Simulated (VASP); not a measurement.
# InAs (F-43m) in VASP: further runs

The runs below take InAs through single point, relaxation of cell and atoms, with PBE+D3(BJ).

Program: VASP 6.6.1. These are calculated values, not measurements. Logs are shortened: lines on timing, memory, paths and dates and some standing lists are left out, and cuts for length are marked.

## Step 1: The cell of the first run

The structure is cubic, space group F-43m (No. 216). The conventional cell has a = 6.112 Å, b = 6.112 Å, c = 6.112 Å, α = 90.00°, β = 90.00°, γ = 90.00°. Within 3.5 Å of In (site symmetry -43m) lie 4 As at 2.65 Å. As (site symmetry -43m) has 4 In at 2.65 Å within 3.5 Å.

## Step 2: Single point, PBE+D3(BJ)

Contents of INCAR:

```
SYSTEM = InAs
  PREC = Accurate
  ENCUT = 520
  EDIFF = 1E-7
  ISMEAR = 0
  SIGMA = 0.1
  LREAL = .False.
  LASPH = .True.
  NELM = 100
  ALGO = Normal
  ISIF = 2
  LWAVE = .False.
  LCHARG = .True.
  GGA = PE
  IVDW = 12
  LELF = .True.
  LVHAR = .True.
  NBANDS = 16
```

Contents of KPOINTS:

```
Automatic mesh
0
Gamma
  16 16 16
  0 0 0
```

Contents of POSCAR:

```
InAs
1.0
    0.0000000000      3.0560881570      3.0560881570
    3.0560881570      0.0000000000      3.0560881570
    3.0560881570      3.0560881570      0.0000000000
In As
1 1
Direct
    0.7500000000      0.7500000000      0.7500000000
    0.0000000000      0.0000000000      0.0000000000
```

Potentials or basis: VASP PAW PBE potentials, release 64 (In_d, As).

On the command line:

```bash
$ cat potpaw_PBE.64/In_d/POTCAR potpaw_PBE.64/As/POTCAR > POTCAR
$ mpirun -np 1 vasp_std > vasp.out
```

OUTCAR:

```text
SYSTEM = InAs
   PREC = Accurate
   ENCUT = 520
   EDIFF = 1E-7
   ISMEAR = 0
   LREAL = .False.
   LASPH = .True.
   NELM = 100
   ISIF = 2
   GGA = PE
   IVDW = 12
 IVDW          = 12

 ion  position               nearest neighbor table
   1  0.750  0.750  0.750-   2 2.65   2 2.65   2 2.65   2 2.65
   2  0.000  0.000  0.000-   1 2.65   1 2.65   1 2.65   1 2.65

  LATTYP: Found a face centered cubic cell.
 ALAT       =     6.1121763140

  Lattice vectors:

 A1 = (   0.0000000000,   3.0560881570,   3.0560881570)
 A2 = (   3.0560881570,   0.0000000000,   3.0560881570)
 A3 = (   3.0560881570,   3.0560881570,   0.0000000000)

Analysis of symmetry for initial positions (statically):
=====================================================================
 Subroutine PRICEL returns:
 Original cell was already a primitive cell.

 Routine SETGRP: Setting up the symmetry group for a
 face centered cubic supercell.

 Subroutine GETGRP returns: Found 24 space group operations
 (whereof 24 operations were pure point group operations)
 out of a pool of 48 trial point group operations.

The static configuration has the point symmetry T_d .

Analysis of symmetry for dynamics (positions and initial velocities):
=====================================================================
 Subroutine PRICEL returns:
 Original cell was already a primitive cell.

 Routine SETGRP: Setting up the symmetry group for a
 face centered cubic supercell.

 Subroutine GETGRP returns: Found 24 space group operations
 (whereof 24 operations were pure point group operations)
 out of a pool of 48 trial point group operations.

The dynamic configuration has the point symmetry T_d .

 Subroutine INISYM returns: Found 24 space group operations
 (whereof 24 operations are pure point group operations),
 and found     1 'primitive' translations

----------------------------------------------------------------------------------------

                                     Primitive cell

  volume of cell :      57.0857

  direct lattice vectors                    reciprocal lattice vectors
     0.000000000  3.056088157  3.056088157    -0.163607846  0.163607846  0.163607846
     3.056088157  0.000000000  3.056088157     0.163607846 -0.163607846  0.163607846
     3.056088157  3.056088157  0.000000000     0.163607846  0.163607846 -0.163607846

  length of vectors
     4.321961319  4.321961319  4.321961319     0.283377101  0.283377101  0.283377101

  position of ions in fractional coordinates (direct lattice)
     0.750000000  0.750000000  0.750000000
     0.000000000  0.000000000  0.000000000

[... 77 lines left out ...]
   LREAL  =      F    real-space projection
   EDIFFG = 0.1E-05   stopping-criterion for IOM
   NSW    =      0    number of steps for IOM
   IBRION =     -1    ionic relax: 0-MD 1-quasi-New 2-CG
   NFREE  =      0    steps in history (QN), initial steepest desc. (CG)
   ISIF   =      2    stress and relaxation
   ISYM   =      2    0-nonsym 1-usesym 2-fastsym
   POTIM  = 0.5000    time-step for ionic-motion
   TEBEG  =    0.0;   TEEND  =   0.0 temperature during run
   PSTRESS=    0.0 pullay stress
   NELECT =      18.0000    total number of electrons
   NUPDOWN=      -1.0000    fix difference up-down
   EMIN   =  10.00;   EMAX   =-10.00  energy-range for DOS
   EFERMI =   0.00;   METHOD = LEGACY
   ISMEAR =     0;   SIGMA  =   0.10  broadening in eV -4-tet -1-fermi 0-gaus
   EFERMI_NEDOS =   21; number of points for ismear=-14 and -15
   IALGO  =     38    algorithm
   IMIX   =      4    mixing-type and parameters
     AMIX     =   0.40;   BMIX     =  1.00
     AMIX_MAG =   1.60;   BMIX_MAG =  1.00
  volume/ion in A,a.u.               =      28.54       192.62
  Fermi-wavevector in a.u.,A,eV,Ry     =   1.114268  2.105662 16.892911  1.241594
  Thomas-Fermi vector in A             =   2.250862
   LORBIT       =      0    0 simple, 1 ext, 2 COOP (PROOUT), +10 PAW based schemes
   GGA     = PE    functional components
   LHFCALC =     F    Hartree Fock is set to
   AEXX    =    0.0000 exact exchange contribution
   IVDW    =    12    specifies the selected vdW correction
   LEPSILON=     F    determine dielectric tensor
   LRPA    =     F    only Hartree local field effects (RPA)
 non-spin polarized calculation
 Gauss-broadening in eV      SIGMA  =   0.10
  energy-cutoff  :      520.00
  volume of cell :       57.09
 maximum number of plane-waves:      1572
   NGX = 17   NGY = 17   NGZ = 17

 number of electron      17.9999996 magnetization

 Free energy of the ion-electron system (eV)
  ---------------------------------------------------
  ext. energy  EPLUGINS =         0.00000000
  ---------------------------------------------------
  free energy    TOTEN  =        -7.70678634 eV

  energy without entropy =       -7.70671121  energy(sigma->0) =       -7.70674878

 E-fermi :   4.2755     XC(G=0):  -8.9527

 val. band max:        4.1869087280   @ k =   0.0000   0.0000   0.0000
 cond. band min:       4.7284520226   @ k =   0.0625   0.0000   0.0000
 fundamental gap:      0.5415432946
 Fermi energy:         4.2754926043

 k-point     1 :       0.0000    0.0000    0.0000
  band No.  band energies     occupation
      1     -10.1413      2.00000
      2     -10.1413      2.00000
      3     -10.1413      2.00000
      4     -10.0283      2.00000
      5     -10.0283      2.00000
      6      -7.4712      2.00000
[... 433 lines left out ...]
      3     -10.1363      2.00000
      4     -10.0293      2.00000
      5     -10.0277      2.00000
      6      -7.3690      2.00000
[... 8 lines left out ...]
     15      12.8457      0.00000
     16      13.2434      0.00000

 [... further k-points ...]

------------------------ aborting loop because EDIFF is reached ----------------------------------------

 Edisp (eV)   -0.62363

 E8    (eV) :    -0.2889

  FORCE on cell =-STRESS in cart. coord.  units (eV):
  Direction    XX          YY          ZZ          XY          YZ          ZX
  --------------------------------------------------------------------------------------
  -------------------------------------------------------------------------------------
  Total       0.00892     0.00892     0.00892     0.00000    -0.00000     0.00000
  in kB       0.25023     0.25023     0.25023     0.00000    -0.00000     0.00000
  external pressure =        0.25 kB  Pullay stress =        0.00 kB

 VOLUME and BASIS-vectors are now :
 -----------------------------------------------------------------------------
  energy-cutoff  :      520.00
  volume of cell :       57.09
      direct lattice vectors                 reciprocal lattice vectors
     0.000000000  3.056088157  3.056088157    -0.163607846  0.163607846  0.163607846
     3.056088157  0.000000000  3.056088157     0.163607846 -0.163607846  0.163607846
     3.056088157  3.056088157  0.000000000     0.163607846  0.163607846 -0.163607846

 POSITION                                       TOTAL-FORCE (eV/Angst)
 -----------------------------------------------------------------------------------
      4.58413      4.58413      4.58413         0.000000      0.000000      0.000000
      0.00000      0.00000      0.00000        -0.000000     -0.000000     -0.000000
 -----------------------------------------------------------------------------------
    total drift:                               -0.000000     -0.000000     -0.000000

  FREE ENERGIE OF THE ION-ELECTRON SYSTEM (eV)
  ---------------------------------------------------
  free  energy   TOTEN  =        -8.3304194488 eV

  energy  without entropy=       -8.3303443218  energy(sigma->0) =       -8.33038189
```

It took 78 s on 1 thread of Intel Xeon Platinum 8488C (Sapphire Rapids), shared host; peak memory 0.28 GiB.

Results:

```
Free energy                : -8.3304 eV
Pressure                   : 0.0 GPa
Band gap on the k mesh     : zero (filled and empty bands touch)
Dispersion energy per atom : -0.312 eV
```

Caveat: spin-orbit coupling is left out, which moves the levels of the heavy elements; pairwise dispersion overbinds metals, which lowers pressure and volume.

## Step 3: Relaxation of cell and atoms, PBE+D3(BJ)

This run uses another cell than the first one, of 28.47 Å³/atom, 0.998 times its volume.

Contents of INCAR:

```
SYSTEM = InAs
PREC = Accurate
ENCUT = 600
EDIFF = 1E-6
ISMEAR = 0
SIGMA = 0.1
LREAL = .FALSE.
LASPH = .TRUE.
NELM = 100
ALGO = Normal
ISIF = 3
LWAVE = .FALSE.
LCHARG = .FALSE.
GGA = PE
IVDW = 12
IBRION = 2
NSW = 100
EDIFFG = -0.01
```

Contents of KPOINTS:

```
regular mesh
0
G
  16 16 16
  0 0 0
```

Contents of POSCAR:

```
InAs
1.0
    0.0000000000      3.0535616900      3.0535616900
    3.0535616900      0.0000000000      3.0535616900
    3.0535616900      3.0535616900      0.0000000000
In As
1 1
Direct
    0.7500000000      0.7500000000      0.7500000000
    0.0000000000      0.0000000000      0.0000000000
```

Potentials or basis: VASP PAW PBE potentials, release 64 (In_d, As).

On the command line:

```bash
$ cat potpaw_PBE.64/In_d/POTCAR potpaw_PBE.64/As/POTCAR > POTCAR
$ mpirun -np 1 vasp_std > vasp.out
```

OUTCAR:

```text
SYSTEM = InAs
   PREC = Accurate
   ENCUT = 600
   EDIFF = 1E-6
   ISMEAR = 0
   LREAL = .FALSE.
   LASPH = .TRUE.
   NELM = 100
   ISIF = 3
   GGA = PE
   IVDW = 12
   IBRION = 2
   NSW = 100
   EDIFFG = -0.01
 IVDW          = 12

 ion  position               nearest neighbor table
   1  0.750  0.750  0.750-   2 2.64   2 2.64   2 2.64   2 2.64
   2  0.000  0.000  0.000-   1 2.64   1 2.64   1 2.64   1 2.64

  LATTYP: Found a face centered cubic cell.
 ALAT       =     6.1071233800

  Lattice vectors:

 A1 = (   0.0000000000,   3.0535616900,   3.0535616900)
 A2 = (   3.0535616900,   0.0000000000,   3.0535616900)
 A3 = (   3.0535616900,   3.0535616900,   0.0000000000)

Analysis of symmetry for initial positions (statically):
=====================================================================
 Subroutine PRICEL returns:
 Original cell was already a primitive cell.

 Routine SETGRP: Setting up the symmetry group for a
 face centered cubic supercell.

 Subroutine GETGRP returns: Found 24 space group operations
 (whereof 24 operations were pure point group operations)
 out of a pool of 48 trial point group operations.

The static configuration has the point symmetry T_d .

Analysis of symmetry for dynamics (positions and initial velocities):
=====================================================================
 Subroutine PRICEL returns:
 Original cell was already a primitive cell.

 Routine SETGRP: Setting up the symmetry group for a
 face centered cubic supercell.

 Subroutine GETGRP returns: Found 24 space group operations
 (whereof 24 operations were pure point group operations)
 out of a pool of 48 trial point group operations.

The dynamic configuration has the point symmetry T_d .

 Subroutine INISYM returns: Found 24 space group operations
 (whereof 24 operations are pure point group operations),
 and found     1 'primitive' translations

----------------------------------------------------------------------------------------

                                     Primitive cell

  volume of cell :      56.9443

  direct lattice vectors                    reciprocal lattice vectors
[... 103 lines left out ...]
   EFERMI_NEDOS =   21; number of points for ismear=-14 and -15
   IALGO  =     38    algorithm
   IMIX   =      4    mixing-type and parameters
     AMIX     =   0.40;   BMIX     =  1.00
     AMIX_MAG =   1.60;   BMIX_MAG =  1.00
  volume/ion in A,a.u.               =      28.47       192.14
  Fermi-wavevector in a.u.,A,eV,Ry     =   1.115190  2.107404 16.920876  1.243649
  Thomas-Fermi vector in A             =   2.251793
   LORBIT       =      0    0 simple, 1 ext, 2 COOP (PROOUT), +10 PAW based schemes
   GGA     = PE    functional components
   LHFCALC =     F    Hartree Fock is set to
   AEXX    =    0.0000 exact exchange contribution
   IVDW    =    12    specifies the selected vdW correction
   LEPSILON=     F    determine dielectric tensor
   LRPA    =     F    only Hartree local field effects (RPA)
 conjugate gradient relaxation of ions
 non-spin polarized calculation
 Gauss-broadening in eV      SIGMA  =   0.10
  energy-cutoff  :      600.00
  volume of cell :       56.94
 maximum number of plane-waves:      1924
   NGX = 17   NGY = 17   NGZ = 17

--------------------------------------- Ionic step        1  -------------------------------------------

 number of electron      18.0000002 magnetization

 Free energy of the ion-electron system (eV)
  ---------------------------------------------------
  ext. energy  EPLUGINS =         0.00000000
  ---------------------------------------------------
  free energy    TOTEN  =        -7.70497648 eV

  energy without entropy =       -7.70490140  energy(sigma->0) =       -7.70493894

------------------------ aborting loop because EDIFF is reached ----------------------------------------

 Edisp (eV)   -0.62536

 E8    (eV) :    -0.2897
[... 71 lines left out ...]
--------------------------------------- Ionic step        3  -------------------------------------------

 number of electron      18.0000001 magnetization

 Free energy of the ion-electron system (eV)
  ---------------------------------------------------
  ext. energy  EPLUGINS =         0.00000000
  ---------------------------------------------------
  free energy    TOTEN  =        -7.70726742 eV

  energy without entropy =       -7.70719228  energy(sigma->0) =       -7.70722985

 E-fermi :   4.2689     XC(G=0):  -8.9494

 val. band max:        4.1802231831   @ k =   0.0000   0.0000   0.0000
 cond. band min:       4.7198194667   @ k =   0.0625   0.0000   0.0000
 fundamental gap:      0.5395962835
 Fermi energy:         4.2688500243

 k-point     1 :       0.0000    0.0000    0.0000
  band No.  band energies     occupation
      1     -10.1449      2.00000
      2     -10.1449      2.00000
      3     -10.1449      2.00000
      4     -10.0322      2.00000
      5     -10.0322      2.00000
      6      -7.4738      2.00000
      7       3.8172      2.00000
      8       4.1802      1.78993
      9       4.1802      1.78993
     10       4.1802      1.78993
     11       8.0729      0.00000
     12       8.0729      0.00000
     13       8.0729      0.00000
[... 354 lines left out ...]
  band No.  band energies     occupation
      1     -10.1574      2.00000
      2     -10.1421      2.00000
      3     -10.1399      2.00000
      4     -10.0331      2.00000
      5     -10.0315      2.00000
      6      -7.3717      2.00000
      7       2.6328      2.00000
      8       3.8846      2.00000
      9       4.1267      1.95554
     10       5.1250      0.00000
     11       7.9999      0.00000
     12       8.1715      0.00000
     13       8.4630      0.00000

 [... further k-points ...]

------------------------ aborting loop because EDIFF is reached ----------------------------------------

 Edisp (eV)   -0.62316

 E8    (eV) :    -0.2887
[... 25 lines left out ...]
  FREE ENERGIE OF THE ION-ELECTRON SYSTEM (eV)
  ---------------------------------------------------
  free  energy   TOTEN  =        -8.3304300694 eV

  energy  without entropy=       -8.3303549298  energy(sigma->0) =       -8.33039250

 reached required accuracy - stopping structural energy minimisation
```

OSZICAR:

```text
N       E                     dE             d eps       ncg     rms          rms(c)
DAV:   1     0.110804590191E+03    0.11080E+03   -0.96667E+03  3775   0.171E+03
DAV:   2     0.623297575799E+00   -0.11018E+03   -0.10696E+03  3835   0.339E+02
[... 19 lines left out ...]
DAV:   7    -0.770819354359E+01   -0.68139E-06   -0.28887E-07  1995   0.970E-03
   2 F= -.83304144E+01 E0= -.83303769E+01  d E =-.789850E-04
       N       E                     dE             d eps       ncg     rms          rms(c)
DAV:   1    -0.770756436917E+01    0.62849E-03   -0.76139E-03  4755   0.188E+00    0.111E-01
DAV:   2    -0.770730865775E+01    0.25571E-03   -0.54299E-04  4545   0.586E-01    0.398E-02
DAV:   3    -0.770726687668E+01    0.41781E-04   -0.13540E-04  4975   0.263E-01    0.222E-02
DAV:   4    -0.770726741711E+01   -0.54042E-06   -0.52896E-06  3830   0.247E-02
   3 F= -.83304301E+01 E0= -.83303925E+01  d E =-.946178E-04
```

CONTCAR:

```text
InAs
   1.00000000000000
    -0.0000000000000000    3.0567789718706266    3.0567789718706266
     3.0567789718706266    0.0000000000000000    3.0567789718706266
     3.0567789718706266    3.0567789718706266   -0.0000000000000000
  In              As
     1     1
Direct
     0.7500000000000000    0.7500000000000000    0.7500000000000000
     0.0000000000000000    0.0000000000000000    0.0000000000000000

  0.00000000E+00  0.00000000E+00  0.00000000E+00
  0.00000000E+00  0.00000000E+00  0.00000000E+00
```

It took 3.2 min on 1 thread of Intel Xeon Platinum 8488C (Sapphire Rapids), shared host; peak memory 0.33 GiB.

What came out:

```
Free energy                            : -8.3304 eV
Relaxed volume                         : 28.56 Å³/atom
Relaxed cell                           : a = 4.323 Å, b = 4.323 Å, c = 4.323 Å, α = 60.00°, β = 60.00°, γ = 60.00°
Space group after relaxing (to 0.05 Å) : F-43m (No. 216)
Energy gained by relaxing              : 0.0 meV/atom
Ionic steps                            : 3
Pressure after relaxing                : 0.0 GPa
Band gap on the k mesh                 : zero (filled and empty bands touch)
Dispersion energy per atom             : -0.312 eV
```

Final structure:
```
CELL_PARAMETERS angstrom
0.00000 3.05678 3.05678
3.05678 0.00000 3.05678
3.05678 3.05678 0.00000
ATOMIC_POSITIONS crystal
In 0.75000 0.75000 0.75000
As 0.00000 0.00000 0.00000
```

Caveat: spin-orbit coupling is left out, which moves the levels of the heavy elements; pairwise dispersion overbinds metals, which lowers pressure and volume.

## Step 4: Single point, PBE+D3(BJ)

This run uses another cell than the first one, of 28.47 Å³/atom, 0.998 times its volume.

Contents of INCAR:

```
ALGO     = Normal         # electronic algorithm
EDIFF    = 1E-6           # SCF threshold, eV
ENCUT    = 520            # plane-wave cutoff, eV
GGA      = PE             # functional
ISIF     = 2              # what is computed and relaxed
ISMEAR   = 0              # smearing method
IVDW     = 12             # dispersion correction
LASPH    = True           # aspherical terms in the spheres
LCHARG   = False          # write CHGCAR
LREAL    = False          # projectors in reciprocal space
LWAVE    = False          # write WAVECAR
NBANDS   = 16             # bands
NELM     = 100            # most SCF steps
PREC     = Accurate       # precision mode
SIGMA    = 0.1            # smearing width, eV
```

Contents of KPOINTS:

```
k-points
0
Gamma
  6 6 6
```

POSCAR is that of step 3.

On the command line:

```bash
$ cat potpaw_PBE.64/In_d/POTCAR potpaw_PBE.64/As/POTCAR > POTCAR
$ mpirun -np 1 vasp_std > vasp.out
```

Run time: 11 s. Hardware: 1 thread of Intel Xeon Platinum 8488C (Sapphire Rapids), shared host; peak memory 0.18 GiB.

Results (log left out):

- Free energy: -8.3122 eV
- Pressure: 0.2 GPa
- Band gap on the k mesh: zero (filled and empty bands touch)
- Dispersion energy per atom: -0.313 eV

Levels at points of the mesh, in eV from the Fermi level:
```tsv
k point	band 5	band 6	band 7	band 8	band 9	band 10	band 11	band 12	band 13	band 14
(0.00, 0.00, 0.00)	-14.26	-11.70	-0.38	-0.03	-0.03	-0.03	3.86	3.86	3.86	7.37
(0.50, 0.00, 0.00)	-14.25	-10.32	-5.65	-0.98	-0.98	0.86	4.62	4.62	6.78	8.85
(0.50, 0.50, 0.00)	-14.24	-9.81	-5.75	-2.26	-2.26	1.56	2.02	8.97	9.03	9.03
```

Caveat: spin-orbit coupling is left out, which moves the levels of the heavy elements; pairwise dispersion overbinds metals, which lowers pressure and volume.

## Step 5: Overview

| task | cell | k mesh | cutoff (eV) | gap on the mesh (eV) | pressure (GPa) |
| --- | --- | --- | --- | --- | --- |
| single point | a = 4.322 Å, angles 60.0°, 2 atoms | 16 × 16 × 16 | 520 | none | 0.0 |
| relaxation of cell and atoms | relaxed from a = 4.318 Å, angles 60.0°, 2 atoms | 16 × 16 × 16 | 600 | none | 0.0 |
| single point | a = 4.318 Å, angles 60.0°, 2 atoms | 6 × 6 × 6 | 520 | none | 0.2 |

Alike in all rows: level PBE+D3(BJ); potentials or basis VASP PAW PBE potentials, release 64 (In_d, As); no spin polarisation; smearing gaussian 0.1 eV.

Caveats: spin-orbit coupling is left out, which moves the levels of the heavy elements; pairwise dispersion overbinds metals, which lowers pressure and volume.

Total energies depend on the potentials used, so only differences within one code and one set of settings carry meaning.
